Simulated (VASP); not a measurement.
# AlFe (Pm-3m) in VASP: relaxation of cell and atoms with PBEsol

Aim: the relaxation of cell and atoms of AlFe with PBEsol.

Everything below comes from runs of VASP 6.6.1. Logs are shortened: lines on timing, memory, paths and dates and some standing lists are left out, and cuts for length are marked.

## (1) The cell of the first run

It takes space group Pm-3m (No. 221, cubic). Conventional cell: a = 2.843 Å, b = 2.843 Å, c = 2.843 Å, α = 90.00°, β = 90.00°, γ = 90.00°. Al (site symmetry m-3m) has 8 Fe at 2.46 Å and 6 Al at 2.84 Å within 3.3 Å. Fe (site symmetry m-3m) has 8 Al at 2.46 Å and 6 Fe at 2.84 Å within 3.3 Å.

## (2) Relaxation of cell and atoms, PBEsol, collinear spin, ferromagnetic start

INCAR reads:

```
SYSTEM = AlFe
  PREC = Accurate
  ENCUT = 600
  EDIFF = 1E-6
  ISMEAR = 0
  SIGMA = 0.1
  LREAL = .False.
  LASPH = .True.
  NELM = 150
  ALGO = Fast
  ISIF = 3
  LWAVE = .False.
  LCHARG = .False.
  ISPIN = 2
  MAGMOM = 0 0.79
  LORBIT = 11
  LMAXMIX = 4
  GGA = PS
  IBRION = 2
  NSW = 100
  EDIFFG = -0.005
```

KPOINTS reads:

```
Automatic mesh
0
Gamma
  14 14 14
  0 0 0
```

POSCAR reads:

```
AlFe
1.0
    2.8432579139      0.0000000000      0.0000000000
    0.0000000000      2.8432579139      0.0000000000
    0.0000000000      0.0000000000      2.8432579139
Al Fe
1 1
Direct
    0.0000000000      0.0000000000      0.0000000000
    0.5000000000      0.5000000000      0.5000000000
```

Potentials or basis: VASP PAW PBE potentials, release 64 (Al, Fe).

The run is started by

```bash
> cat potpaw_PBE.64/Al/POTCAR potpaw_PBE.64/Fe/POTCAR > POTCAR
> mpirun -np 1 vasp_std > vasp.out
```

OUTCAR:

```text
SYSTEM = AlFe
   PREC = Accurate
   ENCUT = 600
   EDIFF = 1E-6
   ISMEAR = 0
   LREAL = .False.
   LASPH = .True.
   NELM = 150
   ISIF = 3
   ISPIN = 2
   LORBIT = 11
   GGA = PS
   IBRION = 2
   NSW = 100
   EDIFFG = -0.005

 ion  position               nearest neighbor table
   1  0.000  0.000  0.000-   2 2.46   2 2.46   2 2.46   2 2.46   2 2.46   2 2.46   2 2.46   2 2.46

   2  0.500  0.500  0.500-   1 2.46   1 2.46   1 2.46   1 2.46   1 2.46   1 2.46   1 2.46   1 2.46

  LATTYP: Found a simple cubic cell.
 ALAT       =     2.8432579139

  Lattice vectors:

 A1 = (   2.8432579139,   0.0000000000,   0.0000000000)
 A2 = (   0.0000000000,   2.8432579139,   0.0000000000)
 A3 = (   0.0000000000,   0.0000000000,   2.8432579139)

Analysis of symmetry for initial positions (statically):
=====================================================================
 Subroutine PRICEL returns:
 Original cell was already a primitive cell.

 Routine SETGRP: Setting up the symmetry group for a
 simple cubic supercell.

 Subroutine GETGRP returns: Found 48 space group operations
 (whereof 48 operations were pure point group operations)
 out of a pool of 48 trial point group operations.

The static configuration has the point symmetry O_h .

Analysis of symmetry for dynamics (positions and initial velocities):
=====================================================================
 Subroutine PRICEL returns:
 Original cell was already a primitive cell.

 Routine SETGRP: Setting up the symmetry group for a
 simple cubic supercell.

 Subroutine GETGRP returns: Found 48 space group operations
 (whereof 48 operations were pure point group operations)
 out of a pool of 48 trial point group operations.

The dynamic configuration has the point symmetry O_h .

Analysis of structural, dynamic, and magnetic symmetry:
=====================================================================
 Subroutine PRICEL returns:
 Original cell was already a primitive cell.

 Routine SETGRP: Setting up the symmetry group for a
 simple cubic supercell.

 Subroutine GETGRP returns: Found 48 space group operations
 (whereof 48 operations were pure point group operations)
 out of a pool of 48 trial point group operations.

The overall configuration has the point symmetry O_h .

 Subroutine INISYM returns: Found 48 space group operations
 (whereof 48 operations are pure point group operations),
 and found     1 'primitive' translations

----------------------------------------------------------------------------------------

                                     Primitive cell
[... 118 lines left out ...]
   AEXX    =    0.0000 exact exchange contribution
   IVDW    =     0    specifies the selected vdW correction
   LEPSILON=     F    determine dielectric tensor
   LRPA    =     F    only Hartree local field effects (RPA)
 conjugate gradient relaxation of ions
 spin polarized calculation
 RMM-DIIS sequential band-by-band and
 Gauss-broadening in eV      SIGMA  =   0.10
  energy-cutoff  :      600.00
  volume of cell :       22.99
 maximum number of plane-waves:       784
 NGX is ok and might be reduce to    24
   NGX = 11   NGY = 11   NGZ = 11

--------------------------------------- Ionic step        1  -------------------------------------------

 number of electron      11.0000004 magnetization       0.6544763

 Free energy of the ion-electron system (eV)
  ---------------------------------------------------
  ext. energy  EPLUGINS =         0.00000000
  ---------------------------------------------------
  free energy    TOTEN  =       -13.73560712 eV

  energy without entropy =      -13.72516933  energy(sigma->0) =      -13.73038823

------------------------ aborting loop because EDIFF is reached ----------------------------------------

  FORCE on cell =-STRESS in cart. coord.  units (eV):
  Direction    XX          YY          ZZ          XY          YZ          ZX
  --------------------------------------------------------------------------------------
  -------------------------------------------------------------------------------------
  Total        0.1103650      0.1103650      0.1103650      0.0000000     -0.0000000     -0.0000000
  in kB        7.6929540      7.6929540      7.6929540      0.0000000     -0.0000000     -0.0000000
  external PRESSURE =       7.6929540 kB  Pullay stress =       0.0000000 kB
[... 131 lines left out ...]
--------------------------------------- Ionic step        5  -------------------------------------------

 number of electron      11.0000003 magnetization       0.6574005

 Free energy of the ion-electron system (eV)
  ---------------------------------------------------
  ext. energy  EPLUGINS =         0.00000000
  ---------------------------------------------------
  free energy    TOTEN  =       -13.73570563 eV

  energy without entropy =      -13.72520752  energy(sigma->0) =      -13.73045657

 E-fermi :   8.1959     XC(G=0): -12.4017

 val. band max:        8.1924933027   @ k =   0.1429   0.1429   0.1429
 cond. band min:       8.2051564985   @ k =   0.4286   0.3571   0.3571
 fundamental gap:      0.0126631957
 Fermi energy:         8.1958671408

 spin component 1

 k-point     1 :       0.0000    0.0000    0.0000
  band No.  band energies     occupation
      1      -2.3726      1.00000
      2       5.5805      1.00000
      3       5.5805      1.00000
      4       7.8884      0.99999
      5       7.8884      0.99999
      6       7.8884      0.99999
      7      14.7385      0.00000
      8      14.7385      0.00000
      9      14.7385      0.00000
[... 265 lines left out ...]
 k-point    24 :       0.3571    0.2143    0.0000
  band No.  band energies     occupation
      1       0.7285      1.00000
      2       4.5476      1.00000
      3       6.0916      1.00000
      4       6.7972      1.00000
      5       7.1374      1.00000
      6       7.6125      1.00000
      7       9.6383      0.00000
      8      13.4445      0.00000
      9      17.2473      0.00000

 [... further k-points ...]

 spin component 2

 k-point     1 :       0.0000    0.0000    0.0000
  band No.  band energies     occupation
      1      -2.3499      1.00000
      2       5.9346      1.00000
      3       5.9346      1.00000
      4       8.6484      0.00000
      5       8.6484      0.00000
      6       8.6484      0.00000
      7      14.7804      0.00000
      8      14.7804      0.00000
      9      14.7804      0.00000
[... 305 lines left out ...]
  FREE ENERGIE OF THE ION-ELECTRON SYSTEM (eV)
  ---------------------------------------------------
  free  energy   TOTEN  =       -13.7357056271 eV

  energy  without entropy=      -13.7252075196  energy(sigma->0) =      -13.73045657

 reached required accuracy - stopping structural energy minimisation

 total charge

# of ion       s       p       d       tot
------------------------------------------
    1        0.403   0.450   0.000   0.853
    2        0.446   0.527   6.520   7.493
--------------------------------------------------
tot          0.849   0.977   6.520   8.346

 magnetization (x)

# of ion       s       p       d       tot
------------------------------------------
    1       -0.007  -0.014   0.000  -0.021
    2       -0.001   0.007   0.683   0.689
--------------------------------------------------
tot         -0.008  -0.007   0.683   0.668
```

OSZICAR:

```text
N       E                     dE             d eps       ncg     rms          rms(c)
DAV:   1     0.333887270340E+02    0.33389E+02   -0.50839E+03  4336   0.133E+03
DAV:   2    -0.145123748042E+02   -0.47901E+02   -0.46186E+02  4337   0.188E+02
DAV:   3    -0.158302078250E+02   -0.13178E+01   -0.12847E+01  5215   0.417E+01
DAV:   4    -0.158581201165E+02   -0.27912E-01   -0.27883E-01  5597   0.532E+00
[... 35 lines left out ...]
       N       E                     dE             d eps       ncg     rms          rms(c)
DAV:   1    -0.137357107801E+02   -0.61001E-05   -0.99408E-05  4865   0.195E-01    0.213E-02
RMM:   2    -0.137357135200E+02   -0.27399E-05   -0.63671E-05  4310   0.134E-01    0.239E-02
RMM:   3    -0.137357056172E+02    0.79028E-05   -0.17505E-05  3970   0.930E-02    0.310E-03
RMM:   4    -0.137357056271E+02   -0.98214E-08   -0.29820E-07  2059   0.477E-03
   5 F= -.13735706E+02 E0= -.13730457E+02  d E =-.985027E-04  mag=     0.6574
```

Wall time 2 min (1 thread of Oxide Virtual Turin-like, shared host); peak memory 0.17 GiB.

Results:

```yaml
Free_energy: -13.7357 eV
Relaxed_volume: 11.53 Å³/atom
Relaxed_cell: a = 2.846 Å, b = 2.846 Å, c = 2.846 Å, α = 90.00°, β = 90.00°, γ = 90.00°
Space_group_after_relaxing_to_0.1_Å: Pm-3m (No. 221)
Energy_gained_by_relaxing: 0.0 meV/atom
Ionic_steps: 5
Pressure_after_relaxing: 0.0 GPa
Net_moment: 0.66 μB per cell
Site_moments: Al -0.02; Fe +0.69 μB
Valence_electrons_inside_the_program's_atomic_spheres: Al 0.85; Fe 7.49
```

Final structure:
```
Al Fe
1.0
     2.84595    0.00000    0.00000
     0.00000    2.84595    0.00000
     0.00000    0.00000    2.84595
Al Fe
1 1
Direct
  0.00000 0.00000 0.00000
  0.50000 0.50000 0.50000
```

Levels at points of the mesh, in eV from the Fermi level:
Spin up:
```
           k point  band 3  band 4  band 5  band 6  band 7  band 8  band 9
(0.00, 0.00, 0.00)   -2.62   -0.31   -0.31   -0.31    6.54    6.54    6.54
(0.50, 0.00, 0.00)   -1.96   -1.30   -1.30   -0.18    0.97    8.79   11.24
(0.50, 0.50, 0.00)   -2.13   -2.13   -1.07   -1.07    0.49    3.37    4.33
(0.50, 0.50, 0.50)   -3.69    0.54    0.54    3.00    3.00    3.00    4.60
```
Spin down:
```tsv
k point	band 2	band 3	band 4	band 5	band 6	band 7	band 8	band 9
(0.00, 0.00, 0.00)	-2.26	-2.26	0.45	0.45	0.45	6.58	6.58	6.58
(0.50, 0.00, 0.00)	-6.06	-1.55	-0.64	-0.64	0.59	1.45	8.72	11.32
(0.50, 0.50, 0.00)	-2.33	-2.12	-2.12	-0.37	-0.37	1.02	3.70	4.83
(0.50, 0.50, 0.50)	-3.31	-3.31	1.06	1.06	3.07	3.07	3.07	4.55
```

Caveat: the PAW data sets were made with another functional, which shifts forces and pressure a little.
